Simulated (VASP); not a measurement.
## Al: single point with PBEsol+D3(BJ)

Al:

```
CELL_PARAMETERS angstrom
0.00000 1.96069 2.15676
1.96069 0.00000 2.15676
1.96069 1.96069 0.00000
ATOMIC_POSITIONS crystal
Al 0.00000 0.00000 0.00000
```

This cell differs from its parent crystal: ratio of the length along z to the lengths across it x 1.1, volume and fractional coordinates fixed.

```
Program             : VASP 6.6.1
Task                : single point
Functional          : PBEsol
Dispersion          : D3(BJ)
Potentials or basis : VASP PAW PBE potentials, release 64 (Al)
Cutoff              : 520 eV
k mesh              : 22 × 22 × 22
Occupations         : gaussian, width 0.15 eV
Spin                : no spin polarisation
```

- Pressure: -4.3 GPa
- Band gap on the k mesh: zero (an odd number of electrons rules out a gap without spin polarisation)
- Dispersion energy per atom: -0.316 eV

Stress tensor (GPa, compression positive):
```
-2.60  0.00  0.00
 0.00 -2.60  0.00
 0.00  0.00 -7.82
```

Levels at points of the mesh, in eV from the Fermi level:
```csv
k point,band 1,band 2,band 3,band 4
"(0.00, 0.00, 0.00)",-11.10,11.96,13.04,13.04
"(0.50, 0.00, 0.00)",-4.56,-4.33,9.83,10.14
"(0.50, 0.50, 0.00)",-3.73,-2.88,6.00,6.77
"(0.50, 0.00, 0.50)",-2.43,-0.95,4.73,5.00
```

It took 110 s on 1 thread of Intel Xeon 8259CL, on a shared host, peak memory 0.22 GiB.

Caveat: the cell stands under tension; the PAW data sets were made with another functional, which shifts forces and pressure a little.
